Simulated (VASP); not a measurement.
Mo3W, 4 atoms in the cell. Symmetry: P4/mmm, No. 123, tetragonal system. Conventional cell: a = 3.101 Å, b = 3.101 Å, c = 6.207 Å, α = 90.00°, β = 90.00°, γ = 90.00°. Within 3.5 Å of Mo (site symmetry 4mm) lie 10 Mo at 2.68 to 3.12 Å and 4 W at 2.69 Å. Within 3.5 Å of Mo (site symmetry 4/mmm) lie 12 Mo at 2.68 to 3.10 Å and 2 W at 3.10 Å. W (site symmetry 4/mmm) has 10 Mo at 2.69 to 3.10 Å and 4 W at 3.10 Å within 3.5 Å. 

| Item | Value |
| --- | --- |
| Program | VASP 6.6.1 |
| Task | relaxation of shape and atoms at fixed volume |
| Functional | PBE |
| Potentials or basis | VASP PAW PBE potentials, release 64 (Mo_sv, W_sv) |
| Cutoff | 600 eV |
| k mesh | 14 × 14 × 8 |
| Occupations | gaussian, width 0.1 eV |
| Spin | no spin polarisation |
| Dipole correction | no |
| Further INCAR settings | ALGO = Fast; EDIFF = 1e-06; IBRION = 2; EDIFFG = -0.01; NSW = 50; ISIF = 4 |

Potentials or basis: VASP PAW PBE potentials, release 64 (Mo_sv, W_sv).

Command:

```sh
$ cat potpaw_PBE.64/Mo_sv/POTCAR potpaw_PBE.64/W_sv/POTCAR > POTCAR
$ mpirun -np 1 vasp_std > vasp.out
```

Hardware: 1 thread of Intel Xeon 8259CL, with other jobs on the host.

**Question.** Estimate the wall time of this run.

**Answer.** It took 10 min on 1 thread of Intel Xeon 8259CL (shared host), peak memory 0.49 GiB. Counts: scf iterations 26, k points 180, ion steps 3.
